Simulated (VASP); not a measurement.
Write the native input for VASP 6.6.1 that does the following.

- Task: single point
- Functional: PBEsol
- Potentials or basis: VASP PAW PBE potentials, release 64 (Al, As)
- Cutoff: 500 eV
- k mesh: 8 × 8 × 8
- Occupations: gaussian, width 0.02 eV
- Spin: no spin polarisation
- Dipole correction: no
- Further INCAR settings: ALGO = Normal; EDIFF = 1e-06; NBANDS = 11

The structure of AlAs lies in POSCAR:

```
AlAs
1.0
    0.0000000000      2.8866372979      2.8866372979
    2.8866372979      0.0000000000      2.8866372979
    2.8866372979      2.8866372979      0.0000000000
Al As
1 1
Direct
    0.0000000000      0.0000000000      0.0000000000
    0.7500000000      0.7500000000      0.7500000000
```

This cell differs from its parent crystal: P replaced by As, lengths x 1.032, strained.

The input as run:

INCAR

```
  ALGO = Normal
  EDIFF = 1E-6
  ENCUT = 500
  GGA = PS
  GGA_COMPAT = False
  ISIF = 2
  ISMEAR = 0
  LASPH = True
  LCHARG = True
  LELF = True
  LREAL = False
  LVHAR = True
  LWAVE = False
  NBANDS = 11
  NELM = 120
  PREC = Accurate
  SIGMA = 0.02
```

KPOINTS

```
k-points
0
Gamma
  8 8 8
```

Potentials or basis: VASP PAW PBE potentials, release 64 (Al, As).

Launch:

```console
$ cat potpaw_PBE.64/Al/POTCAR potpaw_PBE.64/As/POTCAR > POTCAR
$ mpirun -np 1 vasp_std > vasp.out
```

Results of the run:

| Property | Result |
| --- | --- |
| Pressure | -3.1 GPa |
| Band gap on the k mesh | 1.42 eV, indirect (least direct gap 1.53 eV) |

Caveat: the cell differs from its parent crystal (P replaced by As, lengths x 1.032, strained); the PAW data sets were made with another functional, which shifts forces and pressure a little.

Wall time 21 s on 1 thread of Intel Xeon 8259CL, with other jobs on the host, peak memory 0.17 GiB.
